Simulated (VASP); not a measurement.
Write the native input for VASP 6.6.1 that does the following.

```
Task                   : single point
Functional             : PBE
Potentials or basis    : VASP PAW PBE potentials, release 64 (Bi_d, C)
Cutoff                 : 520 eV
k mesh                 : 4 × 4 × 4
Occupations            : gaussian, width 0.1 eV
Spin                   : no spin polarisation
Dipole correction      : no
Further INCAR settings : ALGO = Normal; EDIFF = 1e-06; NBANDS = 32
```

The structure of Bi3C lies in POSCAR:

```
Bi3C
1.0
    0.0000000000      3.8925337500      3.8925337500
    3.8925337500      0.0000000000      3.8925337500
    3.8925337500      3.8925337500      0.0000000000
Bi C
3 1
Direct
    0.2500000000      0.2500000000      0.2500000000
    0.5000000000      0.5000000000      0.5000000000
    0.7500000000      0.7500000000      0.7500000000
    0.0000000000      0.0000000000      0.0000000000
```

The cell was built from a structure type or drawn by symmetry, and may not be a known phase.

The input as run:

INCAR

```
PREC     = Accurate       # precision mode
ENCUT    = 520            # plane-wave cutoff, eV
EDIFF    = 1E-6           # SCF threshold, eV
ISMEAR   = 0              # smearing method
SIGMA    = 0.1            # smearing width, eV
LREAL    = F              # projectors in reciprocal space
LASPH    = T              # aspherical terms in the spheres
NELM     = 80             # most SCF steps
ALGO     = Normal         # electronic algorithm
ISIF     = 2              # what is computed and relaxed
LWAVE    = F              # write WAVECAR
LCHARG   = T              # write CHGCAR
GGA      = PE             # functional
LELF     = T              # ELF
LVHAR    = T            
NBANDS   = 32             # bands
```

KPOINTS

```
Automatic mesh
0
Gamma
  4 4 4
```

Potentials or basis: VASP PAW PBE potentials, release 64 (Bi_d, C).

The run is started by

```console
$ cat potpaw_PBE.64/Bi_d/POTCAR potpaw_PBE.64/C/POTCAR > POTCAR
$ mpirun -np 1 vasp_std > vasp.out
```

Results of the run:

```json
{
  "Pressure": "-5.2 GPa",
  "Band gap on the k mesh": "zero (an odd number of electrons rules out a gap without spin polarisation)"
}
```

Caveat: the cell stands under tension; spin-orbit coupling is left out, which moves the levels of the heavy elements.

It took 88 s on 1 thread of AMD EPYC 7R13, with other jobs on the host, peak memory 0.22 GiB.
